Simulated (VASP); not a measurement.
Here is a VASP 6.6.1 calculation.

File INCAR:

```
PREC = Accurate
ENCUT = 520
EDIFF = 1E-7
ISMEAR = 0
SIGMA = 0.1
LREAL = Auto
LASPH = T
NELM = 80
ALGO = Normal
ISIF = 2
LWAVE = F
LCHARG = F
LDIPOL = T
IDIPOL = 3
DIPOL = 0.5 0.5 0.469
GGA = PE
IVDW = 12
NBANDS = 66
```

The input KPOINTS:

```
Automatic mesh
0
Gamma
  6 6 1
```

File POSCAR:

```
HC24
1.0
    4.9299480836      0.0000000000      0.0000000000
   -2.4649740418      4.2694602798      0.0000000000
    0.0000000000      0.0000000000     25.7441730399
C H
24 1
Direct
    0.0000000000      0.0000000000      0.3301718018
    0.0000000000      0.5000000000      0.3301718018
    0.5000000000      0.0000000000      0.3301718018
    0.5000000000      0.5000000000      0.3301718018
    0.1666666667      0.3333333334      0.3301718018
    0.1666666667      0.8333333334      0.3301718018
    0.6666666667      0.3333333334      0.3301718018
    0.6666666667      0.8333333334      0.3301718018
    0.0086709197      0.0043545674      0.4609961460
    0.0086709197      0.5043163523      0.4609961460
    0.5087031855      0.0043515928      0.4613076859
    0.5086635332      0.5043317666      0.4609992558
    0.3419456722      0.1710680505      0.4611311974
    0.3419456722      0.6708776217      0.4611311974
    0.8420865491      0.1710432746      0.4611135243
    0.8419762258      0.6709881129      0.4610681028
   -0.0347989926     -0.0188819459      0.5908631181
   -0.0347989926      0.4840829533      0.5908631181
    0.4661078103     -0.0169460949      0.6031586776
    0.4683072249      0.4841536124      0.5908768358
    0.1329811898      0.3164905949      0.5928773802
    0.1265435955      0.8132717977      0.5910148447
    0.6360328777      0.3226580322      0.5910309680
    0.6360328777      0.8133748455      0.5910309680
    0.4656270475      0.9828135237      0.6471078434
```

Potentials or basis: VASP PAW PBE potentials, release 64 (C, H).

Command:

```bash
$ cat potpaw_PBE.64/C/POTCAR potpaw_PBE.64/H/POTCAR > POTCAR
$ mpirun -np 1 vasp_std > vasp.out
```

(1) What does it give for the largest force?

(2) What does it give for the dispersion energy per atom?

Answers

(1) 0.035 eV/Å.

(2) -0.127 eV.
